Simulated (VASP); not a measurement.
# WSe2 (P-1) in VASP: further runs, part 2 of 2

VASP 6.6.1. The steps go on from the part before.

**3. Single point, PBEsol (the part above a cut slid along it)**

INCAR

```
SYSTEM = WSe2
PREC     = Accurate       ! precision mode
ENCUT    = 520            ! plane-wave cutoff, eV
EDIFF    = 1E-6           ! SCF threshold, eV
ISMEAR   = 0              ! smearing method
SIGMA    = 0.05           ! smearing width, eV
LREAL    = .False.        ! projectors in reciprocal space
LASPH    = .True.         ! aspherical terms in the spheres
NELM     = 100            ! most SCF steps
ALGO     = Normal         ! electronic algorithm
ISIF     = 2              ! what is computed and relaxed
LWAVE    = .False.        ! write WAVECAR
LCHARG   = .False.        ! write CHGCAR
GGA      = PS             ! functional
NBANDS   = 35             ! bands
```

KPOINTS

```
regular mesh
0
Gamma
  9 9 2
  0 0 0
```

POSCAR

```
WSe2
1.0
   -3.2711504052      0.0000000000      0.0000000000
   -1.6355752026     -2.8328993505      0.0000000000
   -1.3084601621      0.0000000000     13.2206689562
W Se
2 4
Direct
    0.0333333333      0.3333333333      0.7500000000
    0.5666666667      0.6666666667      0.2500000000
    0.2839788609      0.3333333333      0.1233861811
    0.4173121942      0.6666666667      0.6233861811
    0.1826878058      0.3333333333      0.3766138189
    0.3160211391      0.6666666667      0.8766138189
```

Potentials or basis: VASP PAW PBE potentials, release 64 (W_sv, Se).

Started as:

```bash
$ cat potpaw_PBE.64/W_sv/POTCAR potpaw_PBE.64/Se/POTCAR > POTCAR
$ mpirun -np 1 vasp_std > vasp.out
```

OUTCAR:

```text
SYSTEM = WSe2
   PREC = Accurate
   ENCUT = 520
   EDIFF = 1E-6
   ISMEAR = 0
   LREAL = .False.
   LASPH = .True.
   NELM = 100
   ISIF = 2
   GGA = PS

 ion  position               nearest neighbor table
   1  0.033  0.333  0.750-   4 2.52   6 2.52   6 2.52   4 2.52   4 2.52   6 2.52
   2  0.567  0.667  0.250-   3 2.52   5 2.52   3 2.52   5 2.52   5 2.52   3 2.52
   3  0.284  0.333  0.123-   2 2.52   2 2.52   2 2.52
   4  0.417  0.667  0.623-   1 2.52   1 2.52   1 2.52
   5  0.183  0.333  0.377-   2 2.52   2 2.52   2 2.52
   6  0.316  0.667  0.877-   1 2.52   1 2.52   1 2.52

  LATTYP: Found a base centered monoclinic cell.
 ALAT       =     3.2711504052
 B/A-ratio  =     1.7320508076
 C/A-ratio  =     4.0613420958
 COS(beta)  =    -0.0984896102

  Lattice vectors:

 A1 = (   1.6355752026,  -2.8328993505,   0.0000000000)
 A2 = (   1.6355752026,   2.8328993505,   0.0000000000)
 A3 = (  -1.3084601621,   0.0000000000,  13.2206689562)

Analysis of symmetry for initial positions (statically):
=====================================================================
 Subroutine PRICEL returns:
 Original cell was already a primitive cell.

 Routine SETGRP: Setting up the symmetry group for a
 base centered monoclinic supercell.

 Subroutine GETGRP returns: Found  2 space group operations
 (whereof  1 operations were pure point group operations)
 out of a pool of  4 trial point group operations.

The static configuration has the point symmetry C_1 .
 The point group associated with its full space group is S_2 .

Analysis of symmetry for dynamics (positions and initial velocities):
=====================================================================
 Subroutine PRICEL returns:
 Original cell was already a primitive cell.

 Routine SETGRP: Setting up the symmetry group for a
 base centered monoclinic supercell.

 Subroutine GETGRP returns: Found  2 space group operations
 (whereof  1 operations were pure point group operations)
 out of a pool of  4 trial point group operations.

The dynamic configuration has the point symmetry C_1 .
 The point group associated with its full space group is S_2 .

 Subroutine INISYM returns: Found  2 space group operations
 (whereof  1 operations are pure point group operations),
 and found     1 'primitive' translations

----------------------------------------------------------------------------------------

                                     Primitive cell

  volume of cell :     122.5138

  direct lattice vectors                    reciprocal lattice vectors
    -3.271150405  0.000000000  0.000000000    -0.305702849  0.176497622 -0.030255655
    -1.635575203 -2.832899350  0.000000000     0.000000000 -0.352995245  0.000000000
    -1.308460162  0.000000000 13.220668956     0.000000000  0.000000000  0.075639138

  length of vectors
     3.271150405  3.271150405 13.285260842     0.354289497  0.352995245  0.075639138

  position of ions in fractional coordinates (direct lattice)
     0.033333333  0.333333333  0.750000000
     0.566666667  0.666666667  0.250000000
[... 36 lines left out ...]
 ===========================================

 Found     82 irreducible k-points:

 Following reciprocal coordinates:
            Coordinates               Weight
  0.000000  0.000000  0.000000      1.000000
  0.111111 -0.000000  0.000000      2.000000
 -0.111111 -0.111111 -0.000000      2.000000
  0.222222 -0.000000  0.000000      2.000000
 -0.222222 -0.222222  0.000000      2.000000
  0.333333 -0.000000 -0.000000      2.000000
[... 16 lines left out ...]
  0.111111  0.222222  0.000000      2.000000
  0.000000  0.222222  0.000000      2.000000
 [... further k-points ...]
   k-points           NKPTS =     82   k-points in BZ     NKDIM =     82   number of bands    NBANDS=     35
   number of dos      NEDOS =    301   number of ions     NIONS =      6
   total plane-waves  NPLWV =  57600
   dimension x,y,z NGX =    24 NGY =   24 NGZ =  100
   dimension x,y,z NGXF=    48 NGYF=   48 NGZF=  200
   ions per type =               2   4
   NGX,Y,Z   is equivalent  to a cutoff of  12.20, 12.20, 12.51 a.u.
   NGXF,Y,Z  is equivalent  to a cutoff of  24.39, 24.39, 25.03 a.u.
 SYSTEM =  WSe2
   PREC   = accura    normal or accurate (medium, high low for compatibility)
   ISTART =      0    job   : 0-new  1-cont  2-samecut
   ICHARG =      2    charge: 1-file 2-atom 10-const
   ISPIN  =      1    spin polarized calculation?
   LNONCOLLINEAR =      F non collinear calculations
   LSORBIT =      F    spin-orbit coupling
   LASPH  =      T    aspherical Exc in radial PAW
   ENCUT  =  520.0 eV  38.22 Ry    6.18 a.u.   6.08  6.08 24.70*2*pi/ulx,y,z
   NELM   =    100;   NELMIN=  2; NELMDL= -5     # of ELM steps
   EDIFF  = 0.1E-05   stopping-criterion for ELM
   LREAL  =      F    real-space projection
   EDIFFG = 0.1E-04   stopping-criterion for IOM
   NSW    =      0    number of steps for IOM
   IBRION =     -1    ionic relax: 0-MD 1-quasi-New 2-CG
   NFREE  =      0    steps in history (QN), initial steepest desc. (CG)
   ISIF   =      2    stress and relaxation
   ISYM   =      2    0-nonsym 1-usesym 2-fastsym
   POTIM  = 0.5000    time-step for ionic-motion
   TEBEG  =    0.0;   TEEND  =   0.0 temperature during run
   PSTRESS=    0.0 pullay stress
   NELECT =      52.0000    total number of electrons
   NUPDOWN=      -1.0000    fix difference up-down
   EMIN   =  10.00;   EMAX   =-10.00  energy-range for DOS
   EFERMI =   0.00;   METHOD = LEGACY
   ISMEAR =     0;   SIGMA  =   0.05  broadening in eV -4-tet -1-fermi 0-gaus
   EFERMI_NEDOS =   21; number of points for ismear=-14 and -15
   IALGO  =     38    algorithm
   IMIX   =      4    mixing-type and parameters
     AMIX     =   0.40;   BMIX     =  1.00
     AMIX_MAG =   1.60;   BMIX_MAG =  1.00
  volume/ion in A,a.u.               =      20.42       137.79
  Fermi-wavevector in a.u.,A,eV,Ry     =   1.230309  2.324947 20.594602  1.513661
  Thomas-Fermi vector in A             =   2.365163
   LORBIT       =      0    0 simple, 1 ext, 2 COOP (PROOUT), +10 PAW based schemes
   GGA     = PS    functional components
   LHFCALC =     F    Hartree Fock is set to
   AEXX    =    0.0000 exact exchange contribution
   IVDW    =     0    specifies the selected vdW correction
   LEPSILON=     F    determine dielectric tensor
   LRPA    =     F    only Hartree local field effects (RPA)
 non-spin polarized calculation
 Gauss-broadening in eV      SIGMA  =   0.05
  energy-cutoff  :      520.00
  volume of cell :      122.51
 maximum number of plane-waves:      3338
   NGX = 13   NGY = 13   NGZ = 49

 number of electron      51.9999996 magnetization

 Free energy of the ion-electron system (eV)
  ---------------------------------------------------
  ext. energy  EPLUGINS =         0.00000000
  ---------------------------------------------------
  free energy    TOTEN  =       -46.48901519 eV

  energy without entropy =      -46.48901519  energy(sigma->0) =      -46.48901519

 E-fermi :   6.1985     XC(G=0): -10.8262

 val. band max:        5.9917664333   @ k =   0.0000   0.0000   0.0000
 cond. band min:       7.0951109470   @ k =  -0.2222   0.1111   0.0000
 fundamental gap:      1.1033445137
 Fermi energy:         6.1984515958

 k-point     1 :       0.0000    0.0000    0.0000
  band No.  band energies     occupation
      1     -68.2077      2.00000
      2     -68.2077      2.00000
      3     -32.4757      2.00000
      4     -32.4757      2.00000
      5     -32.3227      2.00000
      6     -32.3227      2.00000
[... 901 lines left out ...]
     34       9.6779      0.00000
     35      12.3313      0.00000

 [... further k-points ...]

------------------------ aborting loop because EDIFF is reached ----------------------------------------

  FORCE on cell =-STRESS in cart. coord.  units (eV):
  Direction    XX          YY          ZZ          XY          YZ          ZX
  --------------------------------------------------------------------------------------
  -------------------------------------------------------------------------------------
  Total        0.2975844      0.4672097      1.0720607      0.0195852      0.3328688      0.1734232
  in kB        3.8916668      6.1099450     14.0198987      0.2561253      4.3530994      2.2679465
  external PRESSURE =       8.0071702 kB  Pullay stress =       0.0000000 kB

 VOLUME and BASIS-vectors are now :
 -----------------------------------------------------------------------------
  energy-cutoff  :      520.00
  volume of cell :      122.51
      direct lattice vectors                 reciprocal lattice vectors
    -3.271150405  0.000000000  0.000000000    -0.305702849  0.176497622 -0.030255655
    -1.635575203 -2.832899350  0.000000000     0.000000000 -0.352995245  0.000000000
    -1.308460162  0.000000000 13.220668956     0.000000000  0.000000000  0.075639138

 POSITION                                       TOTAL-FORCE (eV/Angst)
 -----------------------------------------------------------------------------------
     -1.63558     -0.94430      9.91550        -0.017770     -0.022000     -0.014799
     -3.27115     -1.88860      3.30517         0.017770      0.022000      0.014799
     -1.63558     -0.94430      1.63125         0.025593      0.056183      0.086936
     -3.27115     -1.88860      8.24158         0.002208     -0.000386     -0.071471
     -1.63558     -0.94430      4.97909        -0.002208      0.000386      0.071471
     -3.27115     -1.88860     11.58942        -0.025593     -0.056183     -0.086936
 -----------------------------------------------------------------------------------
    total drift:                               -0.000007      0.000000     -0.000007

  FREE ENERGIE OF THE ION-ELECTRON SYSTEM (eV)
  ---------------------------------------------------
  free  energy   TOTEN  =       -46.4890151922 eV

  energy  without entropy=      -46.4890151922  energy(sigma->0) =      -46.48901519
```

Run time: 2.7 min. Hardware: 1 thread of Intel Xeon Platinum 8488C (Sapphire Rapids), shared host; peak memory 0.42 GiB.

What came out:

| Item | Value |
| --- | --- |
| Free energy | -46.4890 eV |
| Pressure | 0.8 GPa |
| Largest force | 0.107 eV/Å |
| Band gap on the k mesh | 1.10 eV (least direct gap 1.62 eV) |

Forces on the atoms (eV/Å):
```
W   -0.018 -0.022 -0.015
W    0.018  0.022  0.015
Se   0.026  0.056  0.087
Se   0.002  0.000 -0.071
Se  -0.002  0.000  0.071
Se  -0.026 -0.056 -0.087
```

Stress tensor (GPa, compression positive):
```
0.39 0.03 0.23
0.03 0.61 0.44
0.23 0.44 1.40
```

Levels at points of the mesh, in eV from the valence-band top:
```csv
k point,band 23,band 24,band 25,band 26,band 27,band 28,band 29,band 30
"(0.00, 0.00, 0.00)",-1.42,-1.19,-1.14,0.00,2.76,2.76,2.78,2.81
"(0.00, 0.00, 0.50)",-1.43,-1.42,-0.28,-0.22,2.76,2.77,2.78,2.82
```

Caveat: the cell differs from its parent crystal (the part above a cut slid along it); the PAW data sets were made with another functional, which shifts forces and pressure a little; spin-orbit coupling is left out, which moves the levels of the heavy elements. A k mesh can miss the band edges.
